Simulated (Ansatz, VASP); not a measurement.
**InSe in VASP and in Ansatz**

The input POSCAR:

```
InSe
1.0
    1.9940920000      3.4538670000      0.0000000000
   -1.9940920000      3.4538670000      0.0000000000
    0.0000000000     -2.3025780000      8.2921030000
Se In
2 2
Direct
    0.6155000000      0.6155000000      0.8465000000
    0.8300000000      0.8300000000      0.4900000000
    0.0000000000      0.0000000000      0.0000000000
    0.1122000000      0.1122000000      0.3366000000
```

INCAR.step1

```
PREC = Accurate
ENCUT = 520
ISMEAR = -1
SIGMA = 0.1
LREAL = False
LASPH = True
NELM = 100
NBANDS = 27
GGA = PE
ALGO = Normal
EDIFF = 1E-4
LWAVE = True
LCHARG = False
```

Contents of INCAR.step2:

```
PREC = Accurate
ENCUT = 520
EDIFF = 1E-6
ISMEAR = -1
SIGMA = 0.1
LREAL = False
LASPH = True
NELM = 100
ALGO = Normal
ISIF = 2
LWAVE = False
LCHARG = False
METAGGA = R2SCAN
LMIXTAU = True
NBANDS = 27
ISTART = 1
```

File KPOINTS:

```
Automatic mesh
0
Gamma
  8 8 8
```

Input for Ansatz:

```yaml
crystal:
  lattice:
    - [1.994092, 3.453867, 0.0]
    - [-1.994092, 3.453867, 0.0]
    - [0.0, -2.302578, 8.292103]
  atoms:
    - { symbol: Se, position: [0.6155, 0.6155, 0.8465] }
    - { symbol: In, position: [0.0, 0.0, 0.0] }
    - { symbol: Se, position: [0.83, 0.83, 0.49] }
    - { symbol: In, position: [0.1122, 0.1122, 0.3366] }
  symmetry: { tolerance: 0.0003 }
kpoints:
  mp_grid: { grid: [8, 8, 8], shift: [0, 0, 0] }
  band_path:
    path:
      - [0.0, 0.0, 0.0]
      - [0.0, 0.0, -0.5]
      - [0.320482, -0.320482, -0.5]
      - [0.35903601, -0.320482, -0.179518]
      - [0.0, -0.5, 0.0]
      - [0.0, 0.0, 0.0]
      - [0.339759, -0.339759, 0.0]
      - [0.339759, -0.320482, -0.339759]
      - [0.5, 0.0, -0.5]
      - [0.0, 0.0, 0.0]
    npoints: 6
magnetization:
  spin_polarized: false
scf:
  occupations: { method: fermi_dirac }
  lower_state_search: "off"
  max_iter: 200
hamiltonian:
  pseudopotentials: { kind: paw }
  xc: r2scan
basis:
  ecutwfc: 500
  fft_grid_basis: typed
output:
  forces: true
  stress: true
  eigenvalues: true
  bader: true
  populations: true
  elf: true
  write_potential: true
  volumetric_format: npy
  dos:
    e_range: [-12, 8]
    de: 0.05
    projected: { site_lists: { In: [In], Se: [Se] } }
checkpoint:
  read: saved_state
```

Alike in both runs: task single point; functional r2SCAN; k mesh 8 × 8 × 8; no spin polarisation.

|  | VASP | Ansatz |
| --- | --- | --- |
| version | VASP 6.6.1 | Ansatz 0.2.0 |
| potentials or method | VASP PAW PBE potentials, release 64 (Se, In_d), cutoff 520 eV | PAW plane waves |
| occupations | fermi-dirac, width 0.1 eV | fermi-dirac |
| valence electrons in the cell | 38 | 58 |

Ansatz gave:

```
pressure (GPa)                     : 1.8
rms of the force components (eV/Å) : 0.050
```

Problem. Which values does VASP return?

Solution. Pressure (GPa): 1.8; rms of the force components (eV/Å): 0.053.

VASP's potentials were made for PBE, not for r2SCAN. VASP's potentials hold 38 valence electrons a cell and Ansatz's 58, so a difference there can come from the potentials and not from the codes.
